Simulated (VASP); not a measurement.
# AgCl (Pm-3m) in VASP: a series of runs

The runs below take AgCl through single point, relaxation of cell and atoms, with PBEsol.

All numbers are computed with VASP 6.6.1; they aren't measurements. Logs are shortened: lines on timing, memory, paths and dates and some standing lists are left out, and cuts for length are marked.

### Step 1. The cell of the first run

The structure is cubic, space group Pm-3m (No. 221). Conventional cell: a = 3.331 Å, b = 3.331 Å, c = 3.331 Å, α = 90.00°, β = 90.00°, γ = 90.00°. Within 3.8 Å of Ag (site symmetry m-3m) lie 8 Cl at 2.88 Å and 6 Ag at 3.33 Å. Cl (site symmetry m-3m) has 8 Ag at 2.88 Å and 6 Cl at 3.33 Å within 3.8 Å.

### Step 2. Single point, PBEsol

INCAR reads:

```
PREC = Accurate
ENCUT = 520
EDIFF = 1E-6
ISMEAR = 0
SIGMA = 0.02
LREAL = False
LASPH = True
NELM = 100
ALGO = Normal
ISIF = 2
LWAVE = False
LCHARG = False
GGA = PS
NBANDS = 16
```

KPOINTS reads:

```
Automatic mesh
0
Gamma
  10 10 10
```

POSCAR reads:

```
AgCl
1.0
    3.3311591981      0.0000000000      0.0000000000
    0.0000000000      3.3311591981      0.0000000000
    0.0000000000      0.0000000000      3.3311591981
Ag Cl
1 1
Direct
    0.0000000000      0.0000000000      0.0000000000
    0.5000000000      0.5000000000      0.5000000000
```

Potentials or basis: VASP PAW PBE potentials, release 64 (Ag, Cl).

On the command line:

```sh
cat potpaw_PBE.64/Ag/POTCAR potpaw_PBE.64/Cl/POTCAR > POTCAR
mpirun -np 1 vasp_std > vasp.out
```

OUTCAR:

```text
PREC = Accurate
   ENCUT = 520
   EDIFF = 1E-6
   ISMEAR = 0
   LREAL = False
   LASPH = True
   NELM = 100
   ISIF = 2
   GGA = PS

 ion  position               nearest neighbor table
   1  0.000  0.000  0.000-   2 2.88   2 2.88   2 2.88   2 2.88   2 2.88   2 2.88   2 2.88   2 2.88

   2  0.500  0.500  0.500-   1 2.88   1 2.88   1 2.88   1 2.88   1 2.88   1 2.88   1 2.88   1 2.88

  LATTYP: Found a simple cubic cell.
 ALAT       =     3.3311591981

  Lattice vectors:

 A1 = (   3.3311591981,   0.0000000000,   0.0000000000)
 A2 = (   0.0000000000,   3.3311591981,   0.0000000000)
 A3 = (   0.0000000000,   0.0000000000,   3.3311591981)

Analysis of symmetry for initial positions (statically):
=====================================================================
 Subroutine PRICEL returns:
 Original cell was already a primitive cell.

 Routine SETGRP: Setting up the symmetry group for a
 simple cubic supercell.

 Subroutine GETGRP returns: Found 48 space group operations
 (whereof 48 operations were pure point group operations)
 out of a pool of 48 trial point group operations.

The static configuration has the point symmetry O_h .

Analysis of symmetry for dynamics (positions and initial velocities):
=====================================================================
 Subroutine PRICEL returns:
 Original cell was already a primitive cell.

 Routine SETGRP: Setting up the symmetry group for a
 simple cubic supercell.

 Subroutine GETGRP returns: Found 48 space group operations
 (whereof 48 operations were pure point group operations)
 out of a pool of 48 trial point group operations.

The dynamic configuration has the point symmetry O_h .

 Subroutine INISYM returns: Found 48 space group operations
 (whereof 48 operations are pure point group operations),
 and found     1 'primitive' translations

----------------------------------------------------------------------------------------

                                     Primitive cell

  volume of cell :      36.9646

  direct lattice vectors                    reciprocal lattice vectors
     3.331159198  0.000000000  0.000000000     0.300195800  0.000000000  0.000000000
     0.000000000  3.331159198  0.000000000     0.000000000  0.300195800  0.000000000
     0.000000000  0.000000000  3.331159198     0.000000000  0.000000000  0.300195800

  length of vectors
     3.331159198  3.331159198  3.331159198     0.300195800  0.300195800  0.300195800

  position of ions in fractional coordinates (direct lattice)
     0.000000000  0.000000000  0.000000000
     0.500000000  0.500000000  0.500000000

  ion indices of the primitive-cell ions
   primitive index   ion index
                 1           1
                 2           2

----------------------------------------------------------------------------------------

 KPOINTS: Automatic mesh

Automatic generation of k-mesh.
 Grid dimensions read from file:
 generate k-points for:   10   10   10

 Generating k-lattice:

  Cartesian coordinates                     Fractional coordinates (reciprocal lattice)
     0.030019580  0.000000000  0.000000000     0.100000000  0.000000000  0.000000000
     0.000000000  0.030019580  0.000000000     0.000000000  0.100000000  0.000000000
     0.000000000  0.000000000  0.030019580     0.000000000  0.000000000  0.100000000

  Length of vectors
     0.030019580  0.030019580  0.030019580

  Shift w.r.t. Gamma in fractional coordinates (k-lattice)
     0.000000000  0.000000000  0.000000000

 Subroutine IBZKPT returns following result:
 ===========================================

 Found     56 irreducible k-points:

 Following reciprocal coordinates:
            Coordinates               Weight
  0.000000  0.000000  0.000000      1.000000
  0.100000  0.000000  0.000000      6.000000
  0.200000  0.000000  0.000000      6.000000
  0.300000  0.000000  0.000000      6.000000
  0.400000  0.000000  0.000000      6.000000
  0.500000  0.000000  0.000000      3.000000
[... 16 lines left out ...]
  0.200000  0.100000  0.100000     24.000000
  0.300000  0.100000  0.100000     24.000000
 [... further k-points ...]
   k-points           NKPTS =     56   k-points in BZ     NKDIM =     56   number of bands    NBANDS=     16
   number of dos      NEDOS =    301   number of ions     NIONS =      2
   total plane-waves  NPLWV =  21952
   dimension x,y,z NGX =    28 NGY =   28 NGZ =   28
   dimension x,y,z NGXF=    56 NGYF=   56 NGZF=   56
   ions per type =               1   1
   NGX,Y,Z   is equivalent  to a cutoff of  13.97, 13.97, 13.97 a.u.
   NGXF,Y,Z  is equivalent  to a cutoff of  27.95, 27.95, 27.95 a.u.
 SYSTEM =  unknown system
   PREC   = accura    normal or accurate (medium, high low for compatibility)
   ISTART =      0    job   : 0-new  1-cont  2-samecut
   ICHARG =      2    charge: 1-file 2-atom 10-const
   ISPIN  =      1    spin polarized calculation?
   LNONCOLLINEAR =      F non collinear calculations
   LSORBIT =      F    spin-orbit coupling
   LASPH  =      T    aspherical Exc in radial PAW
   ENCUT  =  520.0 eV  38.22 Ry    6.18 a.u.   6.19  6.19  6.19*2*pi/ulx,y,z
   NELM   =    100;   NELMIN=  2; NELMDL= -5     # of ELM steps
   EDIFF  = 0.1E-05   stopping-criterion for ELM
   LREAL  =      F    real-space projection
   EDIFFG = 0.1E-04   stopping-criterion for IOM
   NSW    =      0    number of steps for IOM
   IBRION =     -1    ionic relax: 0-MD 1-quasi-New 2-CG
   NFREE  =      0    steps in history (QN), initial steepest desc. (CG)
   ISIF   =      2    stress and relaxation
   ISYM   =      2    0-nonsym 1-usesym 2-fastsym
   POTIM  = 0.5000    time-step for ionic-motion
   TEBEG  =    0.0;   TEEND  =   0.0 temperature during run
   PSTRESS=    0.0 pullay stress
   NELECT =      18.0000    total number of electrons
   NUPDOWN=      -1.0000    fix difference up-down
   EMIN   =  10.00;   EMAX   =-10.00  energy-range for DOS
   EFERMI =   0.00;   METHOD = LEGACY
   ISMEAR =     0;   SIGMA  =   0.02  broadening in eV -4-tet -1-fermi 0-gaus
   EFERMI_NEDOS =   21; number of points for ismear=-14 and -15
   IALGO  =     38    algorithm
   IMIX   =      4    mixing-type and parameters
     AMIX     =   0.40;   BMIX     =  1.00
     AMIX_MAG =   1.60;   BMIX_MAG =  1.00
  volume/ion in A,a.u.               =      18.48       124.72
  Fermi-wavevector in a.u.,A,eV,Ry     =   1.287964  2.433898 22.570030  1.658850
  Thomas-Fermi vector in A             =   2.419946
   LORBIT       =      0    0 simple, 1 ext, 2 COOP (PROOUT), +10 PAW based schemes
   GGA     = PS    functional components
   LHFCALC =     F    Hartree Fock is set to
   AEXX    =    0.0000 exact exchange contribution
   IVDW    =     0    specifies the selected vdW correction
   LEPSILON=     F    determine dielectric tensor
   LRPA    =     F    only Hartree local field effects (RPA)
 non-spin polarized calculation
 Gauss-broadening in eV      SIGMA  =   0.02
  energy-cutoff  :      520.00
  volume of cell :       36.96
 maximum number of plane-waves:      1021
 NGX is ok and might be reduce to    28
   NGX = 13   NGY = 13   NGZ = 13

 number of electron      17.9999997 magnetization

 Free energy of the ion-electron system (eV)
  ---------------------------------------------------
  ext. energy  EPLUGINS =         0.00000000
  ---------------------------------------------------
  free energy    TOTEN  =        -5.82097884 eV

  energy without entropy =       -5.82097884  energy(sigma->0) =       -5.82097884

 E-fermi :   5.0905     XC(G=0): -11.1074

 val. band max:        4.9843880033   @ k =   0.5000   0.0000   0.0000
 cond. band min:       5.4331106859   @ k =   0.0000   0.0000   0.0000
 fundamental gap:      0.4487226826
 Fermi energy:         5.0904545317

 k-point     1 :       0.0000    0.0000    0.0000
  band No.  band energies     occupation
      1     -10.1957      2.00000
      2       1.8026      2.00000
      3       1.8026      2.00000
      4       2.9627      2.00000
      5       2.9627      2.00000
      6       2.9627      2.00000
[... 8 lines left out ...]
     15      19.1814      0.00000
     16      21.5920      0.00000

 k-point     2 :       0.1000    0.0000    0.0000
  band No.  band energies     occupation
      1     -10.1440      2.00000
      2       1.6528      2.00000
      3       1.8206      2.00000
      4       2.5908      2.00000
      5       2.5908      2.00000
      6       2.7883      2.00000
[... 8 lines left out ...]
     15      18.8128      0.00000
     16      21.5376      0.00000

 k-point     3 :       0.2000    0.0000    0.0000
  band No.  band energies     occupation
      1     -10.0030      2.00000
      2       0.9155      2.00000
      3       1.8681      2.00000
      4       2.2083      2.00000
      5       2.2083      2.00000
      6       2.7112      2.00000
[... 8 lines left out ...]
     15      18.5807      0.00000
     16      21.3972      0.00000

 k-point     4 :       0.3000    0.0000    0.0000
  band No.  band energies     occupation
      1      -9.8158      2.00000
      2       0.0070      2.00000
      3       1.9156      2.00000
      4       1.9156      2.00000
      5       1.9279      2.00000
      6       2.9878      2.00000
[... 8 lines left out ...]
     15      19.6355      0.00000
     16      21.2274      0.00000
[... 324 lines left out ...]
 k-point    22 :       0.1000    0.1000    0.1000
  band No.  band energies     occupation
      1     -10.0446      2.00000
      2       1.6878      2.00000
      3       1.6878      2.00000
      4       1.8449      2.00000
      5       2.6041      2.00000
      6       2.6041      2.00000
[... 8 lines left out ...]
     15      18.1233      0.00000
     16      22.0124      0.00000

 k-point    23 :       0.2000    0.1000    0.1000
  band No.  band energies     occupation
      1      -9.9110      2.00000
      2       0.9863      2.00000
      3       1.6808      2.00000
      4       1.8860      2.00000
      5       2.2877      2.00000
      6       2.7316      2.00000
[... 8 lines left out ...]
     15      18.4910      0.00000
     16      21.3327      0.00000

 k-point    24 :       0.3000    0.1000    0.1000
  band No.  band energies     occupation
      1      -9.7344      2.00000
      2       0.1544      2.00000
      3       1.6164      2.00000
      4       1.9289      2.00000
      5       2.1244      2.00000
      6       2.8539      2.00000
[... 8 lines left out ...]
     15      19.3561      0.00000
     16      21.0542      0.00000

 [... further k-points ...]

------------------------ aborting loop because EDIFF is reached ----------------------------------------

  FORCE on cell =-STRESS in cart. coord.  units (eV):
  Direction    XX          YY          ZZ          XY          YZ          ZX
  --------------------------------------------------------------------------------------
  -------------------------------------------------------------------------------------
  Total       -0.0278863     -0.0278863     -0.0278863     -0.0000000     -0.0000000      0.0000000
  in kB       -1.2086917     -1.2086917     -1.2086917     -0.0000000     -0.0000000      0.0000000
  external PRESSURE =      -1.2086917 kB  Pullay stress =       0.0000000 kB

 VOLUME and BASIS-vectors are now :
 -----------------------------------------------------------------------------
  energy-cutoff  :      520.00
  volume of cell :       36.96
      direct lattice vectors                 reciprocal lattice vectors
     3.331159198  0.000000000  0.000000000     0.300195800  0.000000000  0.000000000
     0.000000000  3.331159198  0.000000000     0.000000000  0.300195800  0.000000000
     0.000000000  0.000000000  3.331159198     0.000000000  0.000000000  0.300195800

 POSITION                                       TOTAL-FORCE (eV/Angst)
 -----------------------------------------------------------------------------------
      0.00000      0.00000      0.00000         0.000000      0.000000      0.000000
      1.66558      1.66558      1.66558         0.000000      0.000000      0.000000
 -----------------------------------------------------------------------------------
    total drift:                               -0.000000      0.000000      0.000000

  FREE ENERGIE OF THE ION-ELECTRON SYSTEM (eV)
  ---------------------------------------------------
  free  energy   TOTEN  =        -5.8209788386 eV

  energy  without entropy=       -5.8209788386  energy(sigma->0) =       -5.82097884
```

Run time: 38 s. Hardware: 1 thread of Intel Xeon 6975P-C, shared host; peak memory 0.18 GiB.

Results:

```
Free energy            : -5.8210 eV
Pressure               : -0.1 GPa
Band gap on the k mesh : 0.45 eV, indirect (least direct gap 2.28 eV)
```

Caveat: the PAW data sets were made with another functional, which shifts forces and pressure a little.

### Step 3. Single point, PBEsol

INCAR reads:

```
SYSTEM = AgCl
  ALGO = Normal
  EDIFF = 1E-7
  ENCUT = 520
  GGA = PS
  ISIF = 2
  ISMEAR = 0
  LASPH = .TRUE.
  LCHARG = .FALSE.
  LREAL = .FALSE.
  LWAVE = .FALSE.
  NBANDS = 16
  NELM = 80
  PREC = Accurate
  SIGMA = 0.02
```

KPOINTS reads:

```
k-points
0
G
  10 10 10
  0 0 0
```

POSCAR is that of step 2.

Potentials or basis: VASP PAW PBE potentials, release 64 (Ag, Cl).

On the command line:

```sh
cat potpaw_PBE.64/Ag/POTCAR potpaw_PBE.64/Cl/POTCAR > POTCAR
mpirun -np 1 vasp_std > vasp.out
```

It took 41 s on 1 thread of Intel Xeon 6975P-C, shared host; peak memory 0.18 GiB.

Results (log left out):

```yaml
Free_energy: -5.8210 eV
Pressure: -0.1 GPa
Band_gap_on_the_k_mesh: 0.45 eV, indirect (least direct gap 2.28 eV)
```

Levels at points of the mesh, in eV from the valence-band top:
| k point | band 5 | band 6 | band 7 | band 8 | band 9 | band 10 | band 11 | band 12 | band 13 | band 14 |
| --- | --- | --- | --- | --- | --- | --- | --- | --- | --- | --- |
| (0.00, 0.00, 0.00) | -2.02 | -2.02 | -1.83 | -1.83 | -1.83 | 0.45 | 9.18 | 9.18 | 14.20 | 14.20 |
| (0.50, 0.00, 0.00) | -2.99 | -1.96 | -1.59 | 0.00 | 0.00 | 4.75 | 5.86 | 8.92 | 9.86 | 9.86 |
| (0.50, 0.50, 0.00) | -2.38 | -2.38 | -2.36 | -1.65 | -1.08 | 2.59 | 9.14 | 9.14 | 10.56 | 13.81 |
| (0.50, 0.50, 0.50) | -1.63 | -1.63 | -0.18 | -0.18 | -0.18 | 4.31 | 4.31 | 4.31 | 7.07 | 18.17 |

Caveat: the PAW data sets were made with another functional, which shifts forces and pressure a little.

### Step 4. Relaxation of cell and atoms, PBEsol

INCAR reads:

```
SYSTEM = AgCl
ALGO = Normal
EDIFF = 1E-6
EDIFFG = -0.005
ENCUT = 600
GGA = PS
IBRION = 2
ISIF = 3
ISMEAR = 0
LASPH = .TRUE.
LCHARG = .FALSE.
LREAL = .FALSE.
LWAVE = .FALSE.
NELM = 80
NSW = 100
PREC = Accurate
SIGMA = 0.02
```

KPOINTS is that of step 3.

POSCAR is that of step 3.

On the command line:

```sh
cat potpaw_PBE.64/Ag/POTCAR potpaw_PBE.64/Cl/POTCAR > POTCAR
mpirun -np 1 vasp_std > vasp.out
```

It took 66 s on 1 thread of Intel Xeon 6975P-C, shared host; peak memory 0.18 GiB.

It converged, with:

| Item | Value |
| --- | --- |
| Free energy | -5.8214 eV |
| Relaxed volume | 18.46 Å³/atom |
| Relaxed cell | a = 3.330 Å, b = 3.330 Å, c = 3.330 Å, α = 90.00°, β = 90.00°, γ = 90.00° |
| Space group after relaxing (to 0.05 Å) | Pm-3m (No. 221) |
| Energy gained by relaxing | 0.0 meV/atom |
| Ionic steps | 2 |
| Pressure after relaxing | 0.0 GPa |
| Band gap on the k mesh | 0.45 eV, indirect (least direct gap 2.29 eV) |

Final structure:
```cif
data_structure
_symmetry_space_group_name_H-M 'P 1'
_symmetry_Int_Tables_number 1
_cell_length_a 3.3296
_cell_length_b 3.3296
_cell_length_c 3.3296
_cell_angle_alpha 90.000
_cell_angle_beta 90.000
_cell_angle_gamma 90.000
_cell_volume 36.91
loop_
_atom_site_label
_atom_site_type_symbol
_atom_site_fract_x
_atom_site_fract_y
_atom_site_fract_z
_atom_site_occupancy
Ag1 Ag 0.00000 0.00000 0.00000 1
Cl1 Cl 0.50000 0.50000 0.50000 1
```

Levels at points of the mesh, in eV from the valence-band top:
| k point | band 6 | band 7 | band 8 | band 9 | band 10 | band 11 | band 12 | band 13 |
| --- | --- | --- | --- | --- | --- | --- | --- | --- |
| (0.00, 0.00, 0.00) | -2.03 | -1.84 | -1.84 | -1.84 | 0.45 | 9.18 | 9.18 | 14.21 |
| (0.50, 0.00, 0.00) | -1.96 | -1.59 | 0.00 | 0.00 | 4.75 | 5.87 | 8.92 | 9.86 |
| (0.50, 0.50, 0.00) | -2.39 | -2.36 | -1.65 | -1.09 | 2.59 | 9.15 | 9.15 | 10.56 |
| (0.50, 0.50, 0.50) | -1.63 | -0.18 | -0.18 | -0.18 | 4.30 | 4.30 | 4.30 | 7.08 |

Caveat: the PAW data sets were made with another functional, which shifts forces and pressure a little. Expect the measured gap to be larger: semilocal functionals such as PBEsol lack the derivative discontinuity.
